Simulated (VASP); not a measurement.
Here is a VASP 6.6.1 calculation.

INCAR

```
PREC = Accurate
ENCUT = 520
EDIFF = 1E-6
ISMEAR = -1
SIGMA = 0.05
LREAL = F
LASPH = T
NELM = 60
ALGO = Normal
ISIF = 2
LWAVE = F
LCHARG = F
GGA = PS
NBANDS = 33
```

The input KPOINTS:

```
regular mesh
0
Gamma
  5 5 8
```

The input POSCAR:

```
TaN
1.0
    5.0627100267      0.0000000000      0.0000000000
   -2.5313550133      4.3844354970      0.0000000000
    0.0000000000      0.0000000000      2.8363258059
Ta N
3 3
Direct
    0.3333333333      0.6666666667      0.5000000000
    0.6666666667      0.3333333333      0.5000000000
    0.0000000000      0.0000000000      0.0000000000
    0.3928500000      0.0000000000      0.0000000000
    0.6071500000      0.6071500000      0.0000000000
    0.0000000000      0.3928500000      0.0000000000
```

Potentials or basis: VASP PAW PBE potentials, release 64 (Ta_pv, N).

Launch:

```bash
$ cat potpaw_PBE.64/Ta_pv/POTCAR potpaw_PBE.64/N/POTCAR > POTCAR
$ mpirun -np 1 vasp_std > vasp.out
```

Question: Predict the largest force.

Answer: 0.356 eV/Å.

Question: Estimate the band gap on the k mesh.

Answer: Zero (band 24 reaches 11.17 eV, above the bottom of band 25 at 7.77 eV).

Question: Estimate the pressure.

Answer: 26.9 GPa.

Forces on the atoms (eV/Å):
```
Ta   0.000  0.000  0.000
Ta   0.000  0.000  0.000
Ta   0.000  0.000  0.000
N    0.356  0.000  0.000
N   -0.178 -0.308  0.000
N   -0.178  0.308  0.000
```

Caveat: the PAW data sets were made with another functional, which shifts forces and pressure a little; spin-orbit coupling is left out, which moves the levels of the heavy elements.
